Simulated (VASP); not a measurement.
LiCrF3:

```
Li Cr F
1.0
     3.66894    0.00000    0.00000
     0.00000    3.66894    0.00000
     0.00000    0.00000    3.66894
Li Cr F
1 1 3
Cartesian
  1.8345 1.8345 1.8345
  0.0000 0.0000 0.0000
  1.8345 0.0000 0.0000
  0.0000 1.8345 0.0000
  0.0000 0.0000 1.8345
```

* Program: VASP 6.6.1
* Task: relaxation of cell and atoms
* Functional: PBE
* Potentials or basis: VASP PAW PBE potentials, release 64 (Li_sv, Cr_pv, F)
* Cutoff: 600 eV
* k mesh: 6 × 6 × 6
* Occupations: gaussian, width 0.1 eV
* Spin: collinear spin, ferromagnetic start
* Starting moments: [0.0, 3.0, 0.0, 0.0, 0.0] μB

At the start: pressure 48.1 GPa; volume 9.88 Å³/atom.

How do energy, volume and symmetry change on relaxing?

Over 4 steps the energy falls by 432.4 meV/atom and the volume is 13.67 Å³/atom (+38.4 %); space group Pm-3m (No. 221, to 0.1 Å) before and after; moment 3.96 μB per cell.

Step by step:
```csv
step,energy change (eV),largest force (eV/Å),pressure (GPa),volume (Å³)
1,0.0000,0.0000,48.13,49.39
2,-2.0638,0.0000,-5.53,73.78
3,-2.1600,0.0000,0.83,67.64
4,-2.1618,0.0000,-0.05,68.37
```

Final structure:
```yaml
crystal:
  lattice:
    - [4.08899, 0.00000, 0.00000]
    - [0.00000, 4.08899, 0.00000]
    - [0.00000, 0.00000, 4.08899]
  atoms:
    - { symbol: Li, position: [0.50000, 0.50000, 0.50000] }
    - { symbol: Cr, position: [0.00000, 0.00000, 0.00000] }
    - { symbol: F, position: [0.50000, 0.00000, 0.00000] }
    - { symbol: F, position: [0.00000, 0.50000, 0.00000] }
    - { symbol: F, position: [0.00000, 0.00000, 0.50000] }
```

Caveat: the cutoff is under 1.25 times the usual one of these potentials, so pressure, stress and relaxed cells hold a basis-set (Pulay) error; the volume moved by over 15 % at a fixed basis, so the end points are rough; a cell with one magnetic atom can't hold antiferromagnetic order, which such compounds often take.
